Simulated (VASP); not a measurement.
Set up this calculation in VASP 6.6.1, as the native input.

| Item | Value |
| --- | --- |
| Task | single point |
| Functional | PBE |
| Potentials or basis | VASP PAW PBE potentials, release 64 (Ti_sv, S) |
| Cutoff | 520 eV |
| k mesh | 8 × 8 × 1 |
| Occupations | gaussian, width 0.1 eV |
| Spin | no spin polarisation |
| Dipole correction | yes |
| Further INCAR settings | ALGO = Normal; EDIFF = 1e-07; NBANDS = 35 |

The structure of Ti4S lies in POSCAR:

```
Ti4S
1.0
    3.2553359259      0.0000000000      0.0000000000
    0.0000000000      3.2553359259      0.0000000000
    0.0000000000      0.0000000000     20.1793674375
Ti S
4 1
Direct
    0.5000000000      0.5000000000      0.1982222690
    0.0000000000      0.0000000000      0.2788822782
    0.5000000000      0.5000000000      0.3551865247
    0.0000000000      0.0000000000      0.4301109767
    0.1250000000      0.1250000000      0.5342150112
```

The input as run:

INCAR

```
SYSTEM = Ti4S
  PREC = Accurate
  ENCUT = 520
  EDIFF = 1E-7
  ISMEAR = 0
  SIGMA = 0.1
  LREAL = .FALSE.
  LASPH = .TRUE.
  NELM = 60
  ALGO = Normal
  ISIF = 2
  LWAVE = .FALSE.
  LCHARG = .TRUE.
  LDIPOL = .TRUE.
  IDIPOL = 3
  DIPOL = 0.5 0.5 0.359
  GGA = PE
  LELF = .TRUE.
  LVHAR = .TRUE.
  LVACPOTAV = .TRUE.
  NBANDS = 35
```

KPOINTS

```
Automatic mesh
0
G
  8 8 1
  0 0 0
```

Potentials or basis: VASP PAW PBE potentials, release 64 (Ti_sv, S).

Command:

```bash
$ cat potpaw_PBE.64/Ti_sv/POTCAR potpaw_PBE.64/S/POTCAR > POTCAR
$ mpirun -np 1 vasp_std > vasp.out
```

It gave:

* Largest force: 1.062 eV/Å
* Band gap on the k mesh: zero (bands 27 and 28 overlap by 0.61 eV)

It took 5.7 min on 1 thread of Intel(R) Xeon(R) 6975P-C (Granite Rapids), on a shared host, peak memory 0.35 GiB.
